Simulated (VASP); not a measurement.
# Al (I4/mmm) in VASP: a series of runs

Runs on Al. Level: PBEsol. Tasks: single point.

Program: VASP 6.6.1. These are calculated values, not measurements. Logs are shortened: lines on timing, memory, paths and dates and some standing lists are left out, and cuts for length are marked.

**1. The cell of the first run**

The structure is tetragonal, space group I4/mmm (No. 139). The conventional cell has a = 3.360 Å, b = 3.360 Å, c = 2.856 Å, α = 90.00°, β = 90.00°, γ = 90.00°. Within 3.7 Å of Al (site symmetry 4/mmm) lie 14 Al at 2.77 to 3.36 Å.

**2. Single point, PBEsol**

Input file INCAR:

```
SYSTEM = Al
PREC     = Accurate       ! precision mode
ENCUT    = 520            ! plane-wave cutoff, eV
EDIFF    = 1E-6           ! SCF threshold, eV
ISMEAR   = 0              ! smearing method
SIGMA    = 0.15           ! smearing width, eV
LREAL    = .False.        ! projectors in reciprocal space
LASPH    = .True.         ! aspherical terms in the spheres
NELM     = 80             ! most SCF steps
ALGO     = Normal         ! electronic algorithm
ISIF     = 2              ! what is computed and relaxed
LWAVE    = .False.        ! write WAVECAR
LCHARG   = .False.        ! write CHGCAR
GGA      = PS             ! functional
NBANDS   = 8              ! bands
```

Input file KPOINTS:

```
Automatic mesh
0
Gamma
  24 24 24
  0 0 0
```

Input file POSCAR:

```
Al
1.0
   -1.6797973663      1.6797973663      1.4278277614
    1.6797973663     -1.6797973663      1.4278277614
    1.6797973663      1.6797973663     -1.4278277614
Al
1
Direct
    0.0000000000      0.0000000000      0.0000000000
```

Potentials or basis: VASP PAW PBE potentials, release 64 (Al).

On the command line:

```sh
cat potpaw_PBE.64/Al/POTCAR > POTCAR
mpirun -np 1 vasp_std > vasp.out
```

OUTCAR:

```text
SYSTEM = Al
   PREC = Accurate
   ENCUT = 520
   EDIFF = 1E-6
   ISMEAR = 0
   LREAL = .False.
   LASPH = .True.
   NELM = 80
   ISIF = 2
   GGA = PS

 ion  position               nearest neighbor table
   1  0.000  0.000  0.000-

  LATTYP: Found a body centered tetragonal cell.
 ALAT       =     3.3595947326
 C/A-ratio  =     0.8500000000

  Lattice vectors:

 A1 = (  -1.6797973663,   1.6797973663,   1.4278277614)
 A2 = (   1.6797973663,  -1.6797973663,   1.4278277614)
 A3 = (   1.6797973663,   1.6797973663,  -1.4278277614)

Analysis of symmetry for initial positions (statically):
=====================================================================
 Subroutine PRICEL returns:
 Original cell was already a primitive cell.

 Routine SETGRP: Setting up the symmetry group for a
 body centered tetragonal supercell.

 Subroutine GETGRP returns: Found 16 space group operations
 (whereof 16 operations were pure point group operations)
 out of a pool of 16 trial point group operations.

The static configuration has the point symmetry D_4h.

Analysis of symmetry for dynamics (positions and initial velocities):
=====================================================================
 Subroutine PRICEL returns:
 Original cell was already a primitive cell.

 Routine SETGRP: Setting up the symmetry group for a
 body centered tetragonal supercell.

 Subroutine GETGRP returns: Found 16 space group operations
 (whereof 16 operations were pure point group operations)
 out of a pool of 16 trial point group operations.

The dynamic configuration has the point symmetry D_4h.

 Subroutine INISYM returns: Found 16 space group operations
 (whereof 16 operations are pure point group operations),
 and found     1 'primitive' translations

----------------------------------------------------------------------------------------

                                     Primitive cell

  volume of cell :      16.1157

  direct lattice vectors                    reciprocal lattice vectors
    -1.679797366  1.679797366  1.427827761     0.000000000  0.297654949  0.350182293
     1.679797366 -1.679797366  1.427827761     0.297654949  0.000000000  0.350182293
     1.679797366  1.679797366 -1.427827761     0.297654949  0.297654949  0.000000000

  length of vectors
     2.771665654  2.771665654  2.771665654     0.459593415  0.459593415  0.420947666

  position of ions in fractional coordinates (direct lattice)
     0.000000000  0.000000000  0.000000000

  ion indices of the primitive-cell ions
   primitive index   ion index
                 1           1

----------------------------------------------------------------------------------------

 KPOINTS: Automatic mesh

Automatic generation of k-mesh.
 Grid dimensions read from file:
 generate k-points for:   24   24   24

 Generating k-lattice:

  Cartesian coordinates                     Fractional coordinates (reciprocal lattice)
     0.000000000  0.012402290  0.014590929     0.041666667 -0.000000000  0.000000000
     0.012402290  0.000000000  0.014590929    -0.000000000  0.041666667  0.000000000
     0.012402290  0.012402290  0.000000000     0.000000000  0.000000000  0.041666667

  Length of vectors
     0.019149726  0.019149726  0.017539486

  Shift w.r.t. Gamma in fractional coordinates (k-lattice)
     0.000000000  0.000000000  0.000000000

 Subroutine IBZKPT returns following result:
 ===========================================

 Found   1063 irreducible k-points:

 Following reciprocal coordinates:
            Coordinates               Weight
  0.000000  0.000000  0.000000      1.000000
  0.041667  0.000000  0.000000      8.000000
  0.083333  0.000000 -0.000000      8.000000
  0.125000  0.000000  0.000000      8.000000
  0.166667  0.000000 -0.000000      8.000000
  0.208333  0.000000 -0.000000      8.000000
[... 16 lines left out ...]
  0.416667  0.041667 -0.000000     16.000000
  0.458333  0.041667  0.000000     16.000000
 [... further k-points ...]
   k-points           NKPTS =   1063   k-points in BZ     NKDIM =   1063   number of bands    NBANDS=      8
   number of dos      NEDOS =    301   number of ions     NIONS =      1
   total plane-waves  NPLWV =  13824
   dimension x,y,z NGX =    24 NGY =   24 NGZ =   24
   dimension x,y,z NGXF=    48 NGYF=   48 NGZF=   48
   ions per type =               1
   NGX,Y,Z   is equivalent  to a cutoff of  14.40, 14.40, 14.40 a.u.
   NGXF,Y,Z  is equivalent  to a cutoff of  28.79, 28.79, 28.79 a.u.
 SYSTEM =  Al
   PREC   = accura    normal or accurate (medium, high low for compatibility)
   ISTART =      0    job   : 0-new  1-cont  2-samecut
   ICHARG =      2    charge: 1-file 2-atom 10-const
   ISPIN  =      1    spin polarized calculation?
   LNONCOLLINEAR =      F non collinear calculations
   LSORBIT =      F    spin-orbit coupling
   LASPH  =      T    aspherical Exc in radial PAW
   ENCUT  =  520.0 eV  38.22 Ry    6.18 a.u.   5.15  5.15  5.15*2*pi/ulx,y,z
   NELM   =     80;   NELMIN=  2; NELMDL= -5     # of ELM steps
   EDIFF  = 0.1E-05   stopping-criterion for ELM
   LREAL  =      F    real-space projection
   EDIFFG = 0.1E-04   stopping-criterion for IOM
   NSW    =      0    number of steps for IOM
   IBRION =     -1    ionic relax: 0-MD 1-quasi-New 2-CG
   NFREE  =      0    steps in history (QN), initial steepest desc. (CG)
   ISIF   =      2    stress and relaxation
   ISYM   =      2    0-nonsym 1-usesym 2-fastsym
   POTIM  = 0.5000    time-step for ionic-motion
   TEBEG  =    0.0;   TEEND  =   0.0 temperature during run
   PSTRESS=    0.0 pullay stress
   NELECT =       3.0000    total number of electrons
   NUPDOWN=      -1.0000    fix difference up-down
   EMIN   =  10.00;   EMAX   =-10.00  energy-range for DOS
   EFERMI =   0.00;   METHOD = LEGACY
   ISMEAR =     0;   SIGMA  =   0.15  broadening in eV -4-tet -1-fermi 0-gaus
   EFERMI_NEDOS =   21; number of points for ismear=-14 and -15
   IALGO  =     38    algorithm
   IMIX   =      4    mixing-type and parameters
     AMIX     =   0.40;   BMIX     =  1.00
     AMIX_MAG =   1.60;   BMIX_MAG =  1.00
  volume/ion in A,a.u.               =      16.12       108.75
  Fermi-wavevector in a.u.,A,eV,Ry     =   0.934757  1.766435 11.888371  0.873771
  Thomas-Fermi vector in A             =   2.061595
   LORBIT       =      0    0 simple, 1 ext, 2 COOP (PROOUT), +10 PAW based schemes
   GGA     = PS    functional components
   LHFCALC =     F    Hartree Fock is set to
   AEXX    =    0.0000 exact exchange contribution
   IVDW    =     0    specifies the selected vdW correction
   LEPSILON=     F    determine dielectric tensor
   LRPA    =     F    only Hartree local field effects (RPA)
 non-spin polarized calculation
 Gauss-broadening in eV      SIGMA  =   0.15
  energy-cutoff  :      520.00
  volume of cell :       16.12
 maximum number of plane-waves:       450
 NGX is ok and might be reduce to    24
   NGX = 11   NGY = 11   NGZ = 11

 number of electron       3.0000000 magnetization

 Free energy of the ion-electron system (eV)
  ---------------------------------------------------
  ext. energy  EPLUGINS =         0.00000000
  ---------------------------------------------------
  free energy    TOTEN  =        -4.01125870 eV

  energy without entropy =       -4.00674935  energy(sigma->0) =       -4.00900403

 E-fermi :   8.1778     XC(G=0): -10.3425

 val. band max:        8.1768408534   @ k =  -0.3750  -0.3750   0.1667
 cond. band min:       8.1808101206   @ k =   0.3333   0.2500   0.0417
 fundamental gap:      0.0039692673
 Fermi energy:         8.1777563365

 k-point     1 :       0.0000    0.0000    0.0000
  band No.  band energies     occupation
      1      -3.1003      2.00000
      2      19.1926      0.00000
      3      21.5271      0.00000
      4      21.5271      0.00000
      5      22.3271      0.00000
      6      23.3556      0.00000
      7      23.3556      0.00000
      8      24.8742      0.00000

 k-point     2 :       0.0417    0.0000    0.0000
  band No.  band energies     occupation
      1      -3.0461      2.00000
      2      18.9025      0.00000
      3      21.0936      0.00000
      4      21.8419      0.00000
      5      22.2484      0.00000
      6      23.0551      0.00000
      7      23.1011      0.00000
      8      25.0583      0.00000

 k-point     3 :       0.0833    0.0000   -0.0000
  band No.  band energies     occupation
      1      -2.8834      2.00000
      2      18.3154      0.00000
      3      20.3644      0.00000
      4      20.9167      0.00000
      5      21.8651      0.00000
      6      23.0803      0.00000
      7      23.4833      0.00000
      8      25.0952      0.00000

 k-point     4 :       0.1250    0.0000    0.0000
  band No.  band energies     occupation
      1      -2.6127      2.00000
      2      17.6941      0.00000
      3      18.9836      0.00000
      4      19.8852      0.00000
      5      21.0342      0.00000
      6      23.4179      0.00000
      7      24.0611      0.00000
      8      25.1906      0.00000

 k-point     5 :       0.1667    0.0000   -0.0000
  band No.  band energies     occupation
      1      -2.2347      2.00000
      2      17.1201      0.00000
      3      17.1784      0.00000
      4      19.2610      0.00000
      5      20.1237      0.00000
      6      22.8250      0.00000
      7      25.2720      0.00000
      8      25.5021      0.00000

 k-point     6 :       0.2083    0.0000   -0.0000
  band No.  band energies     occupation
      1      -1.7502      2.00000
      2      15.3612      0.00000
      3      16.6195      0.00000
      4      18.7292      0.00000
      5      19.2575      0.00000
      6      22.1271      0.00000
      7      25.7401      0.00000
      8      26.6074      0.00000

 k-point     7 :       0.2500    0.0000    0.0000
  band No.  band energies     occupation
      1      -1.1605      2.00000
      2      13.5876      0.00000
      3      16.2027      0.00000
      4      18.2763      0.00000
      5      18.4657      0.00000
      6      21.4546      0.00000
      7      25.9785      0.00000
      8      28.0408      0.00000
[... 133 lines left out ...]
 k-point    20 :       0.2917    0.0417    0.0000
  band No.  band energies     occupation
      1       0.0176      2.00000
      2      10.9547      0.00000
      3      15.9165      0.00000
      4      16.5172      0.00000
      5      18.4940      0.00000
      6      20.5084      0.00000
      7      25.4770      0.00000
      8      29.5948      0.00000

 k-point    21 :       0.3333    0.0417    0.0000
  band No.  band energies     occupation
      1       0.8707      2.00000
      2       9.3704      0.00000
      3      15.6570      0.00000
      4      16.0383      0.00000
      5      18.1698      0.00000
      6      20.1167      0.00000
      7      25.8790      0.00000
      8      31.0669      0.00000

 k-point    22 :       0.3750    0.0417    0.0000
  band No.  band energies     occupation
      1       1.8204      2.00000
      2       7.8738      1.99584
      3      15.3474      0.00000
      4      15.7943      0.00000
      5      17.9018      0.00000
      6      19.8468      0.00000
      7      26.3565      0.00000
      8      32.3083      0.00000

 k-point    23 :       0.4167    0.0417   -0.0000
  band No.  band energies     occupation
      1       2.8575      2.00000
      2       6.4763      2.00000
      3      15.0265      0.00000
      4      15.7485      0.00000
      5      17.6902      0.00000
      6      19.7049      0.00000
      7      26.8993      0.00000
      8      31.6931      0.00000

 k-point    24 :       0.4583    0.0417    0.0000
  band No.  band energies     occupation
      1       3.9140      2.00000
      2       5.2467      2.00000
      3      14.7725      0.00000
      4      15.8230      0.00000
      5      17.5402      0.00000
      6      19.6906      0.00000
      7      27.4776      0.00000
      8      30.9802      0.00000

 [... further k-points ...]

------------------------ aborting loop because EDIFF is reached ----------------------------------------

  FORCE on cell =-STRESS in cart. coord.  units (eV):
  Direction    XX          YY          ZZ          XY          YZ          ZX
  --------------------------------------------------------------------------------------
  -------------------------------------------------------------------------------------
  Total        0.2888209      0.2888209      0.1721459      0.0000000     -0.0000000      0.0000000
  in kB       28.7137331     28.7137331     17.1142408      0.0000000     -0.0000000      0.0000000
  external PRESSURE =      24.8472357 kB  Pullay stress =       0.0000000 kB

 VOLUME and BASIS-vectors are now :
 -----------------------------------------------------------------------------
  energy-cutoff  :      520.00
  volume of cell :       16.12
      direct lattice vectors                 reciprocal lattice vectors
    -1.679797366  1.679797366  1.427827761     0.000000000  0.297654949  0.350182293
     1.679797366 -1.679797366  1.427827761     0.297654949  0.000000000  0.350182293
     1.679797366  1.679797366 -1.427827761     0.297654949  0.297654949  0.000000000

 POSITION                                       TOTAL-FORCE (eV/Angst)
 -----------------------------------------------------------------------------------
      0.00000      0.00000      0.00000         0.000000      0.000000      0.000000
 -----------------------------------------------------------------------------------
    total drift:                                0.000000     -0.000000      0.000000

  FREE ENERGIE OF THE ION-ELECTRON SYSTEM (eV)
  ---------------------------------------------------
  free  energy   TOTEN  =        -4.0112586979 eV

  energy  without entropy=       -4.0067493536  energy(sigma->0) =       -4.00900403
```

Wall time 2.2 min (1 thread of Intel Xeon 8259CL, shared host); peak memory 0.23 GiB.

What came out:

```yaml
Free_energy: -4.0113 eV
Pressure: 2.5 GPa
Band_gap_on_the_k_mesh: zero (an odd number of electrons rules out a gap without spin polarisation)
```

Caveat: the PAW data sets were made with another functional, which shifts forces and pressure a little.

**3. Single point, PBEsol**

Input file INCAR:

```
SYSTEM = Al
  ALGO = Normal
  EDIFF = 1E-7
  ENCUT = 520
  GGA = PS
  ISIF = 2
  ISMEAR = 0
  LASPH = .True.
  LCHARG = .False.
  LREAL = .False.
  LWAVE = .False.
  NBANDS = 8
  NELM = 60
  PREC = Accurate
  SIGMA = 0.15
```

Input file KPOINTS:

```
k-points
0
Gamma
  24 24 24
  0 0 0
```

Input file POSCAR:

```
Al
1.0
   -1.4973941171      1.4973941171      1.7968729405
    1.4973941171     -1.4973941171      1.7968729405
    1.4973941171      1.4973941171     -1.7968729405
Al
1
Direct
    0.0000000000      0.0000000000      0.0000000000
```

Potentials or basis: VASP PAW PBE potentials, release 64 (Al).

On the command line:

```sh
cat potpaw_PBE.64/Al/POTCAR > POTCAR
mpirun -np 1 vasp_std > vasp.out
```

Run time: 2.7 min. Hardware: 1 thread of Intel Xeon 8259CL, shared host; peak memory 0.23 GiB.

Results (log left out):

| Quantity | Value |
| --- | --- |
| Free energy | -4.0464 eV |
| Pressure | 1.6 GPa |
| Band gap on the k mesh | zero (an odd number of electrons rules out a gap without spin polarisation) |

Stress tensor (GPa, compression positive):
```
-1.03  0.00  0.00
 0.00 -1.03  0.00
 0.00  0.00  6.91
```

Levels at points of the mesh, in eV from the Fermi level:
| k point | band 1 | band 2 | band 3 | band 4 |
| --- | --- | --- | --- | --- |
| (0.00, 0.00, 0.00) | -11.25 | 12.58 | 12.58 | 14.23 |
| (0.50, 0.00, 0.00) | -4.58 | -4.25 | 9.86 | 9.87 |
| (0.50, 0.50, 0.00) | -3.68 | -2.67 | 6.30 | 6.56 |
| (0.50, 0.50, 0.50) | -1.01 | 0.76 | 3.81 | 3.81 |

Caveat: the stress differs along the axes, from -1 to 7 GPa; the PAW data sets were made with another functional, which shifts forces and pressure a little.

**4. Single point, PBEsol**

Input file INCAR:

```
SYSTEM = Al
PREC = Accurate
ENCUT = 520
EDIFF = 1E-6
ISMEAR = 0
SIGMA = 0.15
LREAL = .False.
LASPH = .True.
NELM = 60
ALGO = Fast
ISIF = 2
LWAVE = .False.
LCHARG = .False.
GGA = PS
NBANDS = 8
```

Input file KPOINTS:

```
Automatic mesh
0
Gamma
  24 24 24
  0 0 0
```

Input file POSCAR:

```
Al
1.0
   -1.4579705573      1.4579705573      1.8953617245
    1.4579705573     -1.4579705573      1.8953617245
    1.4579705573      1.4579705573     -1.8953617245
Al
1
Direct
    0.0000000000      0.0000000000      0.0000000000
```

On the command line:

```sh
cat potpaw_PBE.64/Al/POTCAR > POTCAR
mpirun -np 1 vasp_std > vasp.out
```

Run time: 2.8 min. Hardware: 1 thread of Intel Xeon 8259CL, shared host; peak memory 0.24 GiB.

The run converged. Its results:

| Quantity | Value |
| --- | --- |
| Free energy | -4.0816 eV |
| Pressure | 0.9 GPa |
| Band gap on the k mesh | zero (an odd number of electrons rules out a gap without spin polarisation) |

Stress tensor (GPa, compression positive):
```
-0.67  0.00  0.00
 0.00 -0.67  0.00
 0.00  0.00  3.98
```

Levels at points of the mesh, in eV from the Fermi level:
```
           k point  band 1  band 2  band 3  band 4  band 5
(0.00, 0.00, 0.00)  -11.29   12.52   12.52   13.41   14.27
(0.50, 0.00, 0.00)   -4.67   -4.38   10.62   10.65   12.08
(0.50, 0.50, 0.00)   -3.37   -2.19    5.68    6.03    6.57
(0.50, 0.50, 0.50)   -2.07   -0.43    4.62    4.68    4.68
```

Caveat: the PAW data sets were made with another functional, which shifts forces and pressure a little.

**5. The runs side by side**

| cell | gap on the mesh (eV) | pressure (GPa) |
| --- | --- | --- |
| a = 2.772 Å, angles 105.4, 105.4, 118.0°, 1 atom | none | 2.5 |
| a = 2.777 Å, angles 114.7, 114.7, 99.4°, 1 atom | none | 1.6 |
| a = 2.801 Å, angles 117.3, 117.3, 94.8°, 1 atom | none | 0.9 |

Alike in all rows: task single point; level PBEsol; potentials or basis VASP PAW PBE potentials, release 64 (Al); no spin polarisation; k mesh 24 × 24 × 24; cutoff (eV) 520; smearing gaussian 0.15 eV.

Caveats: the PAW data sets were made with another functional, which shifts forces and pressure a little; the stress differs along the axes, from -1 to 7 GPa (at least some runs).

Total energies depend on the potentials used, so only differences within one code and one set of settings carry meaning.
